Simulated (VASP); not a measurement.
Wanted: the native input for a VASP 6.6.1 run.

| Item | Value |
| --- | --- |
| Task | single point |
| Functional | r2SCAN |
| Potentials or basis | VASP PAW PBE potentials, release 64 (Li_sv, F) |
| Cutoff | 520 eV |
| k mesh | 12 × 12 × 12 |
| Occupations | gaussian, width 0.05 eV |
| Spin | no spin polarisation |
| Dipole correction | no |
| Further INCAR settings | ALGO = Normal; EDIFF = 1e-06; NBANDS = 12 |

LiF:

```xyz
2
Lattice="1.0657 2.6642 2.6642 2.6642 1.0657 2.6642 2.6642 2.6642 1.0657" Properties=species:S:1:pos:R:3 pbc="T T T"
Li    0.0000    0.0000    0.0000
F     3.1970    3.1970    3.1970
```

This cell differs from its parent crystal: ratio of the length along [111] to the lengths across it x 2.0, volume and fractional coordinates fixed.

The input as run:

POSCAR

```
LiF
1.0
    1.0656752396      2.6641880989      2.6641880989
    2.6641880989      1.0656752396      2.6641880989
    2.6641880989      2.6641880989      1.0656752396
Li F
1 1
Direct
    0.0000000000      0.0000000000      0.0000000000
    0.5000000000      0.5000000000      0.5000000000
```

INCAR.step1

```
SYSTEM = LiF
ALGO     = Normal         ! electronic algorithm
EDIFF    = 1E-4           ! SCF threshold, eV
ENCUT    = 520            ! plane-wave cutoff, eV
GGA      = PE             ! functional
ISMEAR   = 0              ! smearing method
LASPH    = .True.         ! aspherical terms in the spheres
LCHARG   = .False.        ! write CHGCAR
LREAL    = .False.        ! projectors in reciprocal space
LWAVE    = .True.         ! write WAVECAR
NBANDS   = 12             ! bands
NELM     = 80             ! most SCF steps
PREC     = Accurate       ! precision mode
SIGMA    = 0.05           ! smearing width, eV
```

INCAR.step2

```
SYSTEM = LiF
ALGO     = Normal         ! electronic algorithm
EDIFF    = 1E-6           ! SCF threshold, eV
ENCUT    = 520            ! plane-wave cutoff, eV
ISIF     = 2              ! what is computed and relaxed
ISMEAR   = 0              ! smearing method
ISTART   = 1            
LASPH    = .True.         ! aspherical terms in the spheres
LCHARG   = .False.        ! write CHGCAR
LMIXTAU  = .True.       
LREAL    = .False.        ! projectors in reciprocal space
LWAVE    = .False.        ! write WAVECAR
METAGGA  = R2SCAN         ! meta-GGA
NBANDS   = 12             ! bands
NELM     = 80             ! most SCF steps
PREC     = Accurate       ! precision mode
SIGMA    = 0.05           ! smearing width, eV
```

KPOINTS

```
k-points
0
Gamma
  12 12 12
  0 0 0
```

Potentials or basis: VASP PAW PBE potentials, release 64 (Li_sv, F).

Run with:

```console
$ cat potpaw_PBE.64/Li_sv/POTCAR potpaw_PBE.64/F/POTCAR > POTCAR
$ cp INCAR.step1 INCAR
$ mpirun -np 1 vasp_std > vasp.out
$ cp INCAR.step2 INCAR
$ mpirun -np 1 vasp_std > vasp.out
```

Results of the run:

```yaml
Band_gap_on_the_k_mesh: 1.96 eV
```

It took 2.5 min on 1 thread of Intel(R) Xeon(R) 6975P-C (Granite Rapids) (shared host), peak memory 0.18 GiB.
